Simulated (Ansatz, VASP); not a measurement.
# InSe in VASP and in Ansatz

```
In Se
1.0
     6.70175    0.00000    0.00000
    -3.35087    5.80388    0.00000
     0.00000    0.00000    4.34256
In Se
3 3
Cartesian
  3.3509 0.0000 0.0000
  1.6754 2.9019 0.0000
  -1.6754 2.9019 0.0000
  0.0000 0.0000 0.0000
  0.0000 3.8693 2.1713
  3.3509 1.9346 2.1713
```

Alike in both runs: functional PBE; k mesh 6 × 6 × 10; occupations gaussian, width 0.1 eV; no spin polarisation.

Ansatz relaxed the structure, and its values are those at the end. VASP's run is a single point on that final structure, the one shown.

|  | VASP | Ansatz |
| --- | --- | --- |
| version | VASP 6.6.1 | Ansatz 0.2.0 |
| potentials or method | VASP PAW PBE potentials, release 64 (In_d, Se), cutoff 520 eV | scalar-relativistic, plane waves, PAW |
| valence electrons in the cell | 57 | 87 |

|  | VASP | Ansatz | Ansatz less VASP |
| --- | --- | --- | --- |
| gap on the k mesh at the Fermi level (eV) | none | none | - |
| pressure (GPa) | 0.0 | 0.0 | +0.01 |

A gap of «none» marks a metal or a gap that the smearing closes. The functional is the same, so the differences come from potentials, cutoffs and numerics. VASP's potentials hold 57 valence electrons a cell and Ansatz's 87, so a difference there can come from the potentials and not from the codes.
